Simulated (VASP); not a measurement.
# SiC (I-4m2) in VASP: further runs

The runs below take SiC through single point, with r2SCAN.

All numbers are computed with VASP 6.6.1; they aren't measurements. Logs are shortened: lines on timing, memory, paths and dates and some standing lists are left out, and cuts for length are marked.

**1. The cell of the first run**

It takes space group I-4m2 (No. 119, tetragonal). Conventional cell: a = 2.829 Å, b = 2.829 Å, c = 4.348 Å, α = 90.00°, β = 90.00°, γ = 90.00°. Si (site symmetry -4m2) has 4 C at 1.78 Å within 2.4 Å. Within 2.4 Å of C (site symmetry -4m2) lie 4 Si at 1.78 Å.

**2. Single point, r2SCAN (strain -0.080 along x and y, +0.000 along z)**

The input, POSCAR:

```
SiC
1.0
    0.0000000000      2.0000800000      2.1740000000
    2.0000800000      0.0000000000      2.1740000000
    2.0000800000      2.0000800000      0.0000000000
Si C
1 1
Direct
    0.0000000000      0.0000000000      0.0000000000
    0.7500000000      0.7500000000      0.7500000000
```

The input, INCAR.step1:

```
ALGO = Normal
EDIFF = 1E-4
ENCUT = 520
GGA = PE
ISMEAR = 0
LASPH = True
LCHARG = False
LREAL = False
LWAVE = True
NBANDS = 11
NELM = 60
PREC = Accurate
SIGMA = 0.05
```

The input, INCAR.step2:

```
ALGO = Normal
EDIFF = 1E-6
ENCUT = 520
ISIF = 2
ISMEAR = 0
ISTART = 1
LASPH = True
LCHARG = True
LELF = True
LMIXTAU = True
LREAL = False
LVHAR = True
LWAVE = False
METAGGA = R2SCAN
NBANDS = 11
NELM = 60
PREC = Accurate
SIGMA = 0.05
```

The input, KPOINTS:

```
k-points
0
Gamma
  12 12 12
```

Potentials or basis: VASP PAW PBE potentials, release 64 (Si, C).

Run with:

```sh
> cat potpaw_PBE.64/Si/POTCAR potpaw_PBE.64/C/POTCAR > POTCAR
> cp INCAR.step1 INCAR
> mpirun -np 1 vasp_std > vasp.out
> cp INCAR.step2 INCAR
> mpirun -np 1 vasp_std > vasp.out
```

OUTCAR:

```text
EDIFF = 1E-6
   ENCUT = 520
   ISIF = 2
   ISMEAR = 0
   ISTART = 1
   LASPH = True
   LREAL = False
   METAGGA = R2SCAN
   NELM = 60
   PREC = Accurate

 ion  position               nearest neighbor table
   1  0.000  0.000  0.000-   2 1.78   2 1.78   2 1.78   2 1.78
   2  0.750  0.750  0.750-   1 1.78   1 1.78   1 1.78   1 1.78

  LATTYP: Found a body centered tetragonal cell.
 ALAT       =     2.8285402618
 C/A-ratio  =     1.5371886548

  Lattice vectors:

 A1 = (  -2.0000800000,   0.0000000000,   2.1740000000)
 A2 = (   2.0000800000,   0.0000000000,   2.1740000000)
 A3 = (   0.0000000000,   2.0000800000,  -2.1740000000)

Analysis of symmetry for initial positions (statically):
=====================================================================
 Subroutine PRICEL returns:
 Original cell was already a primitive cell.

 Routine SETGRP: Setting up the symmetry group for a
 body centered tetragonal supercell.

 Subroutine GETGRP returns: Found  8 space group operations
 (whereof  8 operations were pure point group operations)
 out of a pool of 16 trial point group operations.

The static configuration has the point symmetry D_2d.

Analysis of symmetry for dynamics (positions and initial velocities):
=====================================================================
 Subroutine PRICEL returns:
 Original cell was already a primitive cell.

 Routine SETGRP: Setting up the symmetry group for a
 body centered tetragonal supercell.

 Subroutine GETGRP returns: Found  8 space group operations
 (whereof  8 operations were pure point group operations)
 out of a pool of 16 trial point group operations.

The dynamic configuration has the point symmetry D_2d.

 Subroutine INISYM returns: Found  8 space group operations
 (whereof  8 operations are pure point group operations),
 and found     1 'primitive' translations

----------------------------------------------------------------------------------------

                                     Primitive cell

  volume of cell :      17.3934

  direct lattice vectors                    reciprocal lattice vectors
     0.000000000  2.000080000  2.174000000    -0.249990000  0.249990000  0.229990800
     2.000080000  0.000000000  2.174000000     0.249990000 -0.249990000  0.229990800
     2.000080000  2.000080000  0.000000000     0.249990000  0.249990000 -0.229990800

  length of vectors
     2.954081246  2.954081246  2.828540262     0.421765064  0.421765064  0.421765064
[... 89 lines left out ...]
   POTIM  = 0.5000    time-step for ionic-motion
   TEBEG  =    0.0;   TEEND  =   0.0 temperature during run
   PSTRESS=    0.0 pullay stress
   NELECT =       8.0000    total number of electrons
   NUPDOWN=      -1.0000    fix difference up-down
   EMIN   =  10.00;   EMAX   =-10.00  energy-range for DOS
   EFERMI =   0.00;   METHOD = LEGACY
   ISMEAR =     0;   SIGMA  =   0.05  broadening in eV -4-tet -1-fermi 0-gaus
   EFERMI_NEDOS =   21; number of points for ismear=-14 and -15
   IALGO  =     38    algorithm
   IMIX   =      4    mixing-type and parameters
     AMIX     =   0.40;   BMIX     =  1.00
     AMIX_MAG =   1.60;   BMIX_MAG =  1.00
  volume/ion in A,a.u.               =       8.70        58.69
  Fermi-wavevector in a.u.,A,eV,Ry     =   1.263698  2.388044 21.727598  1.596933
  Thomas-Fermi vector in A             =   2.397042
   LORBIT       =      0    0 simple, 1 ext, 2 COOP (PROOUT), +10 PAW based schemes
   METAGGA = R2SCAN    functional components
   LHFCALC =     F    Hartree Fock is set to
   AEXX    =    0.0000 exact exchange contribution
   IVDW    =     0    specifies the selected vdW correction
   LEPSILON=     F    determine dielectric tensor
   LRPA    =     F    only Hartree local field effects (RPA)
 non-spin polarized calculation
 Gauss-broadening in eV      SIGMA  =   0.05
  energy-cutoff  :      520.00
  volume of cell :       17.39
 maximum number of plane-waves:       480
 NGX is ok and might be reduce to    24
   NGX = 11   NGY = 11   NGZ = 11

 number of electron       8.0000000 magnetization

 Free energy of the ion-electron system (eV)
  ---------------------------------------------------
  ext. energy  EPLUGINS =         0.00000000
  ---------------------------------------------------
  free energy    TOTEN  =       -18.76546238 eV

  energy without entropy =      -18.76546238  energy(sigma->0) =      -18.76546238

 E-fermi :  10.6767     XC(G=0): -12.7378

 val. band max:       10.3563069567   @ k =  -0.0833   0.0833   0.0000
 cond. band min:      11.4064931400   @ k =   0.5000   0.0000   0.5000
 fundamental gap:      1.0501861833
 Fermi energy:        10.6766746965

 k-point     1 :       0.0000    0.0000    0.0000
  band No.  band energies     occupation
      1      -7.5760      2.00000
      2       9.6038      2.00000
      3      10.3131      2.00000
      4      10.3132      2.00000
      5      19.0542      0.00000
      6      19.2947      0.00000
      7      19.2947      0.00000
      8      19.4327      0.00000
      9      24.6429      0.00000
     10      27.6290      0.00000
     11      27.9582      0.00000
[... 309 lines left out ...]
 k-point    24 :      -0.4167    0.1667    0.0000
  band No.  band energies     occupation
      1      -2.8443      2.00000
      2       0.7890      2.00000
      3       5.9274      2.00000
      4       9.0952      2.00000
      5      16.8302      0.00000
      6      19.6237      0.00000
      7      20.8848      0.00000
      8      23.7085      0.00000
      9      27.9094      0.00000
     10      28.5946      0.00000
     11      31.0893      0.00000

 [... further k-points ...]

------------------------ aborting loop because EDIFF is reached ----------------------------------------

  FORCE on cell =-STRESS in cart. coord.  units (eV):
  Direction    XX          YY          ZZ          XY          YZ          ZX
  --------------------------------------------------------------------------------------
  -------------------------------------------------------------------------------------
  Total        6.8271287      6.8271287      3.6872925      0.0000000      0.0000000      0.0000000
  in kB      628.8751055    628.8751055    339.6517891      0.0000000      0.0000000      0.0000000
  external PRESSURE =     532.4673334 kB  Pullay stress =       0.0000000 kB

 VOLUME and BASIS-vectors are now :
 -----------------------------------------------------------------------------
  energy-cutoff  :      520.00
  volume of cell :       17.39
      direct lattice vectors                 reciprocal lattice vectors
     0.000000000  2.000080000  2.174000000    -0.249990000  0.249990000  0.229990800
     2.000080000  0.000000000  2.174000000     0.249990000 -0.249990000  0.229990800
     2.000080000  2.000080000  0.000000000     0.249990000  0.249990000 -0.229990800

 POSITION                                       TOTAL-FORCE (eV/Angst)
 -----------------------------------------------------------------------------------
      0.00000      0.00000      0.00000        -0.000000     -0.000000      0.000000
      3.00012      3.00012      3.26100         0.000000      0.000000     -0.000000
 -----------------------------------------------------------------------------------
    total drift:                                0.000000      0.000000     -0.000002

  FREE ENERGIE OF THE ION-ELECTRON SYSTEM (eV)
  ---------------------------------------------------
  free  energy   TOTEN  =       -18.7654623829 eV

  energy  without entropy=      -18.7654623829  energy(sigma->0) =      -18.76546238
```

OSZICAR.step1:

```text
N       E                     dE             d eps       ncg     rms          rms(c)
DAV:   1     0.325715677521E+01    0.32572E+01   -0.41642E+03  3746   0.628E+02
DAV:   2    -0.163199887414E+02   -0.19577E+02   -0.18773E+02  4448   0.113E+02
DAV:   3    -0.168195782541E+02   -0.49959E+00   -0.49874E+00  4466   0.149E+01
DAV:   4    -0.168210417241E+02   -0.14635E-02   -0.14634E-02  4099   0.103E+00
DAV:   5    -0.168210468412E+02   -0.51171E-05   -0.51171E-05  4404   0.562E-02    0.108E+01
DAV:   6    -0.145566601684E+02    0.22644E+01   -0.67968E+00  4006   0.126E+01    0.497E+00
DAV:   7    -0.144401628057E+02    0.11650E+00   -0.64797E-01  4320   0.453E+00    0.214E+00
DAV:   8    -0.144310195262E+02    0.91433E-02   -0.22755E-02  4027   0.102E+00    0.169E-01
DAV:   9    -0.144311016224E+02   -0.82096E-04   -0.12599E-03  4419   0.217E-01    0.121E-01
DAV:  10    -0.144311817576E+02   -0.80135E-04   -0.14810E-04  3826   0.806E-02
   1 F= -.14431182E+02 E0= -.14431182E+02  d E =-.419543E-20
```

Wall time 65 s (1 thread of Intel Xeon Platinum 8488C (Sapphire Rapids), shared host); peak memory 0.16 GiB.

Results:

```yaml
Free_energy: -18.7655 eV
Pressure: 53.2 GPa
Band_gap_on_the_k_mesh: 1.05 eV, indirect (least direct gap 5.16 eV)
```

Levels at points of the mesh, in eV from the valence-band top:
```csv
k point,band 1,band 2,band 3,band 4,band 5,band 6,band 7,band 8
"(0.00, 0.00, 0.00)",-17.93,-0.75,-0.04,-0.04,8.70,8.94,8.94,9.08
"(0.50, 0.00, 0.00)",-13.59,-10.12,-2.08,-0.78,6.21,8.74,9.08,11.89
"(0.50, 0.50, 0.00)",-12.50,-9.75,-3.21,-3.21,1.94,6.31,17.23,17.40
"(0.50, 0.00, 0.50)",-11.66,-8.54,-4.35,-4.22,1.05,4.74,15.12,18.49
```

Caveat: the cell differs from its parent crystal (strain -0.080 along x and y, +0.000 along z); the PAW data sets were made with another functional, which shifts forces and pressure a little. A k mesh can miss the band edges.

**3. Single point, r2SCAN (strain +0.000 along x and y, -0.040 along z)**

The input, POSCAR:

```
SiC
1.0
    0.0000000000      2.1740000000      2.0870400000
    2.1740000000      0.0000000000      2.0870400000
    2.1740000000      2.1740000000      0.0000000000
Si C
1 1
Direct
    0.0000000000      0.0000000000      0.0000000000
    0.7500000000      0.7500000000      0.7500000000
```

The input, INCAR.step1:

```
SYSTEM = SiC
ALGO     = Normal         ! electronic algorithm
EDIFF    = 1E-4           ! SCF threshold, eV
ENCUT    = 520            ! plane-wave cutoff, eV
GGA      = PE             ! functional
ISMEAR   = 0              ! smearing method
LASPH    = .True.         ! aspherical terms in the spheres
LCHARG   = .False.        ! write CHGCAR
LREAL    = .False.        ! projectors in reciprocal space
LWAVE    = .True.         ! write WAVECAR
NBANDS   = 11             ! bands
NELM     = 60             ! most SCF steps
PREC     = Accurate       ! precision mode
SIGMA    = 0.05           ! smearing width, eV
```

The input, INCAR.step2:

```
SYSTEM = SiC
ALGO     = Normal         ! electronic algorithm
EDIFF    = 1E-7           ! SCF threshold, eV
ENCUT    = 520            ! plane-wave cutoff, eV
ISIF     = 2              ! what is computed and relaxed
ISMEAR   = 0              ! smearing method
ISTART   = 1            
LASPH    = .True.         ! aspherical terms in the spheres
LCHARG   = .False.        ! write CHGCAR
LMIXTAU  = .True.       
LREAL    = .False.        ! projectors in reciprocal space
LWAVE    = .False.        ! write WAVECAR
METAGGA  = R2SCAN         ! meta-GGA
NBANDS   = 11             ! bands
NELM     = 60             ! most SCF steps
PREC     = Accurate       ! precision mode
SIGMA    = 0.05           ! smearing width, eV
```

The input, KPOINTS:

```
k-points
0
Gamma
  12 12 12
  0 0 0
```

Potentials or basis: VASP PAW PBE potentials, release 64 (Si, C).

Run with:

```sh
> cat potpaw_PBE.64/Si/POTCAR potpaw_PBE.64/C/POTCAR > POTCAR
> cp INCAR.step1 INCAR
> mpirun -np 1 vasp_std > vasp.out
> cp INCAR.step2 INCAR
> mpirun -np 1 vasp_std > vasp.out
```

Wall time 79 s (1 thread of Intel Xeon Platinum 8488C (Sapphire Rapids), shared host); peak memory 0.16 GiB.

Results (log left out):

| Item | Value |
| --- | --- |
| Free energy | -19.2770 eV |
| Pressure | 11.2 GPa |
| Band gap on the k mesh | 1.25 eV, indirect (least direct gap 5.07 eV) |

Stress tensor (GPa, compression positive):
```
 7.68  0.00  0.00
 0.00  7.68  0.00
 0.00  0.00 18.24
```

Levels at points of the mesh, in eV from the valence-band top:
```
           k point  band 1  band 2  band 3  band 4  band 5  band 6  band 7  band 8
(0.00, 0.00, 0.00)  -16.75   -0.27   -0.27    0.00    7.24    7.95    8.07    8.07
(0.50, 0.00, 0.00)  -12.94   -9.27   -1.56   -1.04    6.11    7.45    8.29   11.09
(0.50, 0.50, 0.00)  -11.20   -8.03   -3.92   -3.92    1.25    4.33   15.41   15.41
(0.50, 0.00, 0.50)  -11.54   -8.57   -3.47   -3.42    1.65    5.08   14.88   16.21
```

Caveat: the cell differs from its parent crystal (strain +0.000 along x and y, -0.040 along z); the PAW data sets were made with another functional, which shifts forces and pressure a little.
